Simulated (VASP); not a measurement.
Cs:

```
Cs
1.0
    -2.75007    2.75007    4.09724
     2.75007   -2.75007    4.09724
     2.75007    2.75007   -4.09724
Cs
1
Direct
  0.00000 0.00000 0.00000
```

| Property | Result |
| --- | --- |
| Program | VASP 6.6.1 |
| Task | relaxation of cell and atoms |
| Functional | BLYP |
| Dispersion | D3(BJ) |
| Potentials or basis | VASP PAW PBE potentials, release 64 (Cs_sv) |
| Cutoff | 500 eV |
| k mesh | 7 × 7 × 7 |
| Occupations | methfessel-paxton, width 0.15 eV |
| Spin | no spin polarisation |

At the start: pressure -0.3 GPa; volume 123.95 Å³/atom.

How do energy, volume and symmetry change on relaxing?

Over 8 steps the energy falls by 18.6 meV/atom and the volume is 105.64 Å³/atom (-14.8 %); space group I4/mmm (No. 139, to 0.1 Å) before, Fm-3m (No. 225, to 0.1 Å).

Step by step:
```
step  energy change (eV)  largest force (eV/Å)  pressure (GPa)  volume (Å³)
   1              0.0000                0.0000           -0.28       123.95
   2             -0.0062                0.0000           -0.24       120.13
   3             -0.0174                0.0000           -0.07       109.14
   4             -0.0182                0.0000            0.02       104.84
   5             -0.0182                0.0000            0.00       105.44
   6             -0.0183                0.0000            0.01       105.47
   7             -0.0184                0.0000            0.00       105.53
   8             -0.0186                0.0000            0.00       105.64
```

Final structure:
```
Cs
1.0
    -2.64442    2.64442    3.77663
     2.64442   -2.64442    3.77663
     2.64442    2.64442   -3.77663
Cs
1
Cartesian
  -2.6444 2.6444 3.7766
```

Caveat: the PAW data sets were made with another functional, which shifts forces and pressure a little.
